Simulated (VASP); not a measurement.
# Li2GeAs2 (I4/mmm) in VASP: single point with PBE

Aim: the single point of Li2GeAs2 with PBE.

All numbers are computed with VASP 6.6.1; they aren't measurements. Logs are shortened: lines on timing, memory, paths and dates and some standing lists are left out, and cuts for length are marked.

## (1) The cell of the first run

The structure is tetragonal, space group I4/mmm (No. 139). Conventional cell: a = 4.161 Å, b = 4.161 Å, c = 9.891 Å, α = 90.00°, β = 90.00°, γ = 90.00°. Li (site symmetry -4m2) has 4 As at 2.43 Å and 4 Li at 2.94 Å and 4 Ge at 3.23 Å within 3.3 Å. Ge (site symmetry 4/mmm) has 10 As at 3.19 to 3.72 Å and 8 Li at 3.23 Å and 4 Ge at 4.16 Å within 4.2 Å. Within 3.2 Å of As (site symmetry 4mm) lie 4 Li at 2.43 Å and 1 As at 2.44 Å and 4 Ge at 3.19 Å.

The cell was built from a structure type or drawn by symmetry, and may not be a known phase.

## (2) Single point, PBE

File INCAR:

```
ALGO     = Normal         # electronic algorithm
EDIFF    = 1E-6           # SCF threshold, eV
ENCUT    = 520            # plane-wave cutoff, eV
GGA      = PE             # functional
ISIF     = 2              # what is computed and relaxed
ISMEAR   = 0              # smearing method
LASPH    = T              # aspherical terms in the spheres
LCHARG   = F              # write CHGCAR
LREAL    = F              # projectors in reciprocal space
LWAVE    = F              # write WAVECAR
NBANDS   = 23             # bands
NELM     = 60             # most SCF steps
PREC     = Accurate       # precision mode
SIGMA    = 0.1            # smearing width, eV
```

File KPOINTS:

```
k-points
0
Gamma
  6 6 6
```

File POSCAR:

```
Li2GeAs2
1.0
   -2.0803340700      2.0803340700      4.9453356800
    2.0803340700     -2.0803340700      4.9453356800
    2.0803340700      2.0803340700     -4.9453356800
Li Ge As
2 1 2
Direct
    0.7500000000      0.2500000000      0.5000000000
    0.2500000000      0.7500000000      0.5000000000
    0.0000000000      0.0000000000      0.0000000000
    0.3765000100      0.3765000100      0.0000000000
    0.6234999900      0.6234999900      0.0000000000
```

Potentials or basis: VASP PAW PBE potentials, release 64 (Li_sv, Ge_d, As).

Run with:

```
> cat potpaw_PBE.64/Li_sv/POTCAR potpaw_PBE.64/Ge_d/POTCAR potpaw_PBE.64/As/POTCAR > POTCAR
> mpirun -np 1 vasp_std > vasp.out
```

OUTCAR:

```text
EDIFF = 1E-6
   ENCUT = 520
   GGA = PE
   ISIF = 2
   ISMEAR = 0
   LASPH = T
   LREAL = F
   NELM = 60
   PREC = Accurate

 ion  position               nearest neighbor table
   1  0.750  0.250  0.500-   4 2.43   5 2.43   4 2.43   5 2.43
   2  0.250  0.750  0.500-   4 2.43   5 2.43   4 2.43   5 2.43
   3  0.000  0.000  0.000-
   4  0.377  0.377  0.000-   1 2.43   2 2.43   2 2.43   1 2.43   5 2.44
   5  0.623  0.623  0.000-   2 2.43   1 2.43   1 2.43   2 2.43   4 2.44

  LATTYP: Found a body centered tetragonal cell.
 ALAT       =     4.1606681400
 C/A-ratio  =     2.3771834300

  Lattice vectors:

 A1 = (  -2.0803340700,   2.0803340700,   4.9453356800)
 A2 = (   2.0803340700,  -2.0803340700,   4.9453356800)
 A3 = (   2.0803340700,   2.0803340700,  -4.9453356800)

Analysis of symmetry for initial positions (statically):
=====================================================================
 Subroutine PRICEL returns:
 Original cell was already a primitive cell.

 Routine SETGRP: Setting up the symmetry group for a
 body centered tetragonal supercell.

 Subroutine GETGRP returns: Found 16 space group operations
 (whereof 16 operations were pure point group operations)
 out of a pool of 16 trial point group operations.

The static configuration has the point symmetry D_4h.

Analysis of symmetry for dynamics (positions and initial velocities):
=====================================================================
 Subroutine PRICEL returns:
 Original cell was already a primitive cell.

 Routine SETGRP: Setting up the symmetry group for a
 body centered tetragonal supercell.

 Subroutine GETGRP returns: Found 16 space group operations
 (whereof 16 operations were pure point group operations)
 out of a pool of 16 trial point group operations.

The dynamic configuration has the point symmetry D_4h.

 Subroutine INISYM returns: Found 16 space group operations
 (whereof 16 operations are pure point group operations),
 and found     1 'primitive' translations

----------------------------------------------------------------------------------------

                                     Primitive cell

  volume of cell :      85.6095

  direct lattice vectors                    reciprocal lattice vectors
    -2.080334070  2.080334070  4.945335680     0.000000000  0.240346013  0.101105371
[... 93 lines left out ...]
   LREAL  =      F    real-space projection
   EDIFFG = 0.1E-04   stopping-criterion for IOM
   NSW    =      0    number of steps for IOM
   IBRION =     -1    ionic relax: 0-MD 1-quasi-New 2-CG
   NFREE  =      0    steps in history (QN), initial steepest desc. (CG)
   ISIF   =      2    stress and relaxation
   ISYM   =      2    0-nonsym 1-usesym 2-fastsym
   POTIM  = 0.5000    time-step for ionic-motion
   TEBEG  =    0.0;   TEEND  =   0.0 temperature during run
   PSTRESS=    0.0 pullay stress
   NELECT =      30.0000    total number of electrons
   NUPDOWN=      -1.0000    fix difference up-down
   EMIN   =  10.00;   EMAX   =-10.00  energy-range for DOS
   EFERMI =   0.00;   METHOD = LEGACY
   ISMEAR =     0;   SIGMA  =   0.10  broadening in eV -4-tet -1-fermi 0-gaus
   EFERMI_NEDOS =   21; number of points for ismear=-14 and -15
   IALGO  =     38    algorithm
   IMIX   =      4    mixing-type and parameters
     AMIX     =   0.40;   BMIX     =  1.00
     AMIX_MAG =   1.60;   BMIX_MAG =  1.00
  volume/ion in A,a.u.               =      17.12       115.54
  Fermi-wavevector in a.u.,A,eV,Ry     =   1.154183  2.181089 18.124838  1.332138
  Thomas-Fermi vector in A             =   2.290821
   LORBIT       =      0    0 simple, 1 ext, 2 COOP (PROOUT), +10 PAW based schemes
   GGA     = PE    functional components
   LHFCALC =     F    Hartree Fock is set to
   AEXX    =    0.0000 exact exchange contribution
   IVDW    =     0    specifies the selected vdW correction
   LEPSILON=     F    determine dielectric tensor
   LRPA    =     F    only Hartree local field effects (RPA)
 non-spin polarized calculation
 Gauss-broadening in eV      SIGMA  =   0.10
  energy-cutoff  :      520.00
  volume of cell :       85.61
 maximum number of plane-waves:      2330
 NGX is ok and might be reduce to    48
   NGX = 21   NGY = 21   NGZ = 21

 number of electron      29.9999994 magnetization

 Free energy of the ion-electron system (eV)
  ---------------------------------------------------
  ext. energy  EPLUGINS =         0.00000000
  ---------------------------------------------------
  free energy    TOTEN  =       -18.31720168 eV

  energy without entropy =      -18.30855394  energy(sigma->0) =      -18.31287781

 E-fermi :   4.7390     XC(G=0):  -9.8566

 val. band max:        4.7356222610   @ k =  -0.1667   0.5000   0.1667
 cond. band min:       4.7741544431   @ k =  -0.3333  -0.3333   0.3333
 fundamental gap:      0.0385321822
 Fermi energy:         4.7389799122

 k-point     1 :       0.0000    0.0000    0.0000
  band No.  band energies     occupation
      1     -41.0331      2.00000
      2     -41.0095      2.00000
      3     -20.6874      2.00000
      4     -20.6845      2.00000
      5     -20.6414      2.00000
      6     -20.6414      2.00000
[... 613 lines left out ...]
     22      11.2906      0.00000
     23      11.5890      0.00000

 [... further k-points ...]

------------------------ aborting loop because EDIFF is reached ----------------------------------------

  FORCE on cell =-STRESS in cart. coord.  units (eV):
  Direction    XX          YY          ZZ          XY          YZ          ZX
  --------------------------------------------------------------------------------------
  -------------------------------------------------------------------------------------
  Total        1.6548903      1.6548903      2.0724645      0.0000000     -0.0000000      0.0000000
  in kB       30.9711883     30.9711883     38.7860670      0.0000000     -0.0000000      0.0000000
  external PRESSURE =      33.5761479 kB  Pullay stress =       0.0000000 kB

 VOLUME and BASIS-vectors are now :
 -----------------------------------------------------------------------------
  energy-cutoff  :      520.00
  volume of cell :       85.61
      direct lattice vectors                 reciprocal lattice vectors
    -2.080334070  2.080334070  4.945335680     0.000000000  0.240346013  0.101105371
     2.080334070 -2.080334070  4.945335680     0.240346013  0.000000000  0.101105371
     2.080334070  2.080334070 -4.945335680     0.240346013  0.240346013  0.000000000

 POSITION                                       TOTAL-FORCE (eV/Angst)
 -----------------------------------------------------------------------------------
      0.00000      2.08033      2.47267         0.000000      0.000000      0.000000
      2.08033      0.00000      2.47267         0.000000      0.000000      0.000000
      0.00000      0.00000      0.00000         0.000000      0.000000     -0.000000
      0.00000      0.00000      3.72384        -0.000000     -0.000000      1.153574
      0.00000      0.00000      6.16683         0.000000      0.000000     -1.153574
 -----------------------------------------------------------------------------------
    total drift:                                0.000000     -0.000000     -0.000000

  FREE ENERGIE OF THE ION-ELECTRON SYSTEM (eV)
  ---------------------------------------------------
  free  energy   TOTEN  =       -18.3172016814 eV

  energy  without entropy=      -18.3085539352  energy(sigma->0) =      -18.31287781
```

OSZICAR:

```text
N       E                     dE             d eps       ncg     rms          rms(c)
DAV:   1     0.216177016115E+03    0.21618E+03   -0.13618E+04  1590   0.206E+03
DAV:   2     0.148924205708E+02   -0.20128E+03   -0.19163E+03  1501   0.582E+02
DAV:   3    -0.137986591380E+02   -0.28691E+02   -0.28222E+02  1716   0.119E+02
DAV:   4    -0.192691584571E+02   -0.54705E+01   -0.54408E+01  2725   0.363E+01
DAV:   5    -0.193674753225E+02   -0.98317E-01   -0.98312E-01  1576   0.587E+00    0.413E+00
DAV:   6    -0.183684083101E+02    0.99907E+00   -0.12183E+00  1783   0.804E+00    0.194E+00
DAV:   7    -0.183232094206E+02    0.45199E-01   -0.40186E-01  1740   0.257E+00    0.849E-01
DAV:   8    -0.183266458069E+02   -0.34364E-02   -0.11309E-01  1765   0.271E+00    0.443E-01
DAV:   9    -0.183185633660E+02    0.80824E-02   -0.37934E-02  1768   0.129E+00    0.164E-01
DAV:  10    -0.183171763909E+02    0.13870E-02   -0.40365E-03  1741   0.348E-01    0.692E-02
DAV:  11    -0.183171868130E+02   -0.10422E-04   -0.46404E-04  1744   0.106E-01    0.457E-02
DAV:  12    -0.183172000862E+02   -0.13273E-04   -0.52751E-05  1859   0.561E-02    0.199E-02
DAV:  13    -0.183172021972E+02   -0.21110E-05   -0.61671E-06  1664   0.134E-02    0.455E-03
DAV:  14    -0.183172016814E+02    0.51583E-06   -0.49372E-07  1197   0.545E-03
   1 F= -.18317202E+02 E0= -.18312878E+02  d E =-.864775E-02
```

stdout:

```text
POSCAR found type information on POSCAR LiGeAs
 POSCAR found :  3 types and       5 ions
 scaLAPACK will be used
 LDA part: xc-table for (Slater+PW92), standard interpolation
 POSCAR, INCAR and KPOINTS ok, starting setup
 FFT: planning ... GRIDC
 FFT: planning ... GRID_SOFT
 FFT: planning ... GRID
 WAVECAR not read
 entering main loop
```

Wall time 2.4 min (1 thread of Intel Xeon Platinum 8375C at 2.90GHz (Ice Lake), shared host); peak memory 0.35 GiB.

What came out:

| Item | Value |
| --- | --- |
| Free energy | -18.3172 eV |
| Largest force | 1.154 eV/Å |
| Band gap on the k mesh | zero (bands 15 and 16 overlap by 2.14 eV) |

Forces on the atoms (eV/Å):
```
Li   0.000  0.000  0.000
Li   0.000  0.000  0.000
Ge   0.000  0.000  0.000
As   0.000  0.000  1.154
As   0.000  0.000 -1.154
```

Caveat: the cutoff is under 1.25 times the usual one of these potentials, so pressure, stress and relaxed cells hold a basis-set (Pulay) error; forces of over 1 eV/Å act on the atoms, so gaps and moduli don't describe the material at rest.
